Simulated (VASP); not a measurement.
Crystal: As.

```
CELL_PARAMETERS angstrom
2.52911 0.00000 0.00000
-1.26455 2.19027 0.00000
0.00000 0.00000 2.35359
ATOMIC_POSITIONS crystal
As 0.00000 0.00000 0.00000
```

Base run:

* Program: VASP 6.6.1
* Functional: PBE
* Potentials or basis: VASP PAW PBE potentials, release 64 (As)
* Cutoff: 520 eV
* k mesh: 15 × 15 × 14
* Occupations: fermi-dirac, width 0.05 eV
* Spin: no spin polarisation

Its results: pressure 87.4 GPa.

Task: The run is repeated on the same cell with these changes: potentials or basis from VASP PAW PBE potentials, release 64 (As) to VASP PAW PBE potentials, release 64 (As_d); cutoff from 520 eV to 600 eV; further incar settings from ALGO = Normal; EDIFF = 1e-07; NBANDS = 8 to ALGO = Normal; EDIFF = 1e-06; NBANDS = 14; valence electrons from 5 to 15. What comes out?

Result: Pressure 85.6 GPa.
